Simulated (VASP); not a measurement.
Runs of VASP 6.6.1 on Na3HfO. The structure is that of space group P6/mmm (No. 191), or close to it. The cells are those of the table. The cell was built from a structure type or drawn by symmetry, and may not be a known phase.

```csv
task,cell,k mesh,cutoff (eV),gap on the mesh (eV),pressure (GPa),relaxed volume (Å³/atom)
single point,"a = 5.346, b = 5.346, c = 3.634 Å, angles 90.0, 90.0, 120.0°, 5 atoms",6 × 6 × 6,520,none,26.3,-
single point,"a = 6.663, b = 6.663, c = 3.928 Å, angles 90.0, 90.0, 120.0°, 5 atoms",6 × 6 × 10,520,none,-0.2,-
relaxation of cell and atoms,"relaxed from a = 5.346, b = 5.346, c = 3.634 Å, angles 90.0, 90.0, 120.0°, 5 atoms",6 × 6 × 6,600,none,0.0,28.92
single point,"a = 6.614, b = 6.614, c = 3.924 Å, angles 90.0, 90.0, 120.0°, 5 atoms",6 × 6 × 6,520,none,0.0,-
relaxation of cell and atoms,"relaxed from a = 6.614, b = 6.614, c = 3.924 Å, angles 90.0, 90.0, 120.0°, 5 atoms",6 × 6 × 10,600,none,0.0,(a)
```

Alike in all rows: level PBE; potentials or basis VASP PAW PBE potentials, release 64 (Na_pv, Hf_pv, O); no spin polarisation; smearing gaussian 0.1 eV.

**Question.** Estimate the missing entries.

**Answer.** (a) 30.15.

Caveats: spin-orbit coupling is left out, which moves the levels of the heavy elements; an odd number of electrons without spin polarisation forces a metal; a magnetic or distorted state may lie lower; the cell stands under pressure (at least some runs); the volume moved by over 15 % at a fixed basis, so the end points are rough (at least some runs).

A k mesh can miss the band edges, and the runs leave out spin-orbit coupling on Hf.

A gap of «none» marks levels without a gap at the run's occupations.
